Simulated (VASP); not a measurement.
A run of VASP 6.6.1 is set up as follows.

The input INCAR:

```
ALGO = Normal
EDIFF = 1E-7
ENCUT = 520
GGA = PS
ISIF = 2
ISMEAR = -1
ISPIN = 2
LASPH = T
LCHARG = T
LELF = T
LMAXMIX = 4
LORBIT = 11
LREAL = F
LVHAR = T
LWAVE = F
MAGMOM = 1 1
NBANDS = 21
NELM = 150
PREC = Accurate
SIGMA = 0.05
```

Contents of KPOINTS:

```
k-points
0
Gamma
  15 15 15
```

File POSCAR:

```
Ni
1.0
    0.0000000000      2.3607126913      2.3607126913
    2.3607126913      0.0000000000      2.3607126913
    2.3607126913      2.3607126913      0.0000000000
Ni
2
Direct
   -0.1250000000     -0.1250000000     -0.1250000000
    0.1250000000      0.1250000000      0.1250000000
```

Potentials or basis: VASP PAW PBE potentials, release 64 (Ni).

Command:

```console
$ cat potpaw_PBE.64/Ni/POTCAR > POTCAR
$ mpirun -np 1 vasp_std > vasp.out
```

(1) Predict the net moment.

(2) Predict the site moments.

(3) What does it give for the pressure?

Results:

(1) 1.56 μB per cell.

(2) Ni +0.77 μB.

(3) 27.7 GPa.

Caveat: the cell stands under pressure; the PAW data sets were made with another functional, which shifts forces and pressure a little.
